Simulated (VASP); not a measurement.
**NbRe3Pd: single point with PBE**

The system is NbRe3Pd.

```
CELL_PARAMETERS angstrom
4.10893 0.00000 0.00000
0.00000 4.10893 0.00000
0.00000 0.00000 4.10893
ATOMIC_POSITIONS crystal
Nb 0.00000 0.00000 0.00000
Re 0.00000 0.50000 0.50000
Re 0.50000 0.00000 0.50000
Re 0.50000 0.50000 0.00000
Pd 0.50000 0.50000 0.50000
```

| Quantity | Value |
| --- | --- |
| Program | VASP 6.6.1 |
| Task | single point |
| Functional | PBE |
| Potentials or basis | VASP PAW PBE potentials, release 64 (Nb_sv, Re, Pd) |
| Cutoff | 520 eV |
| k mesh | 4 × 4 × 4 |
| Occupations | gaussian, width 0.1 eV |
| Spin | no spin polarisation |

```yaml
Pressure: 135.9 GPa
Band_gap_on_the_k_mesh: zero (bands 22 and 23 overlap by 2.09 eV)
```

Levels at points of the mesh, in eV from the Fermi level:
| k point | band 20 | band 21 | band 22 | band 23 | band 24 | band 25 |
| --- | --- | --- | --- | --- | --- | --- |
| (0.00, 0.00, 0.00) | 1.56 | 1.56 | 1.56 | 2.32 | 2.32 | 2.32 |
| (0.50, 0.00, 0.00) | -0.48 | -0.25 | 0.63 | 0.63 | 1.10 | 1.34 |
| (0.50, 0.50, 0.00) | -1.43 | -1.09 | -0.63 | -0.51 | -0.51 | -0.44 |
| (0.50, 0.50, 0.50) | -1.05 | -1.05 | -0.59 | 0.91 | 0.91 | 0.91 |

Wall time 17 s on 1 thread of AMD EPYC 9R45 96-Core Processor (Zen 5), on a shared host, peak memory 0.15 GiB.

Caveat: the k points lie up to 0.38 Å⁻¹ apart, too coarse for converged energies and pressures of a metal; spin-orbit coupling is left out, which moves the levels of the heavy elements.
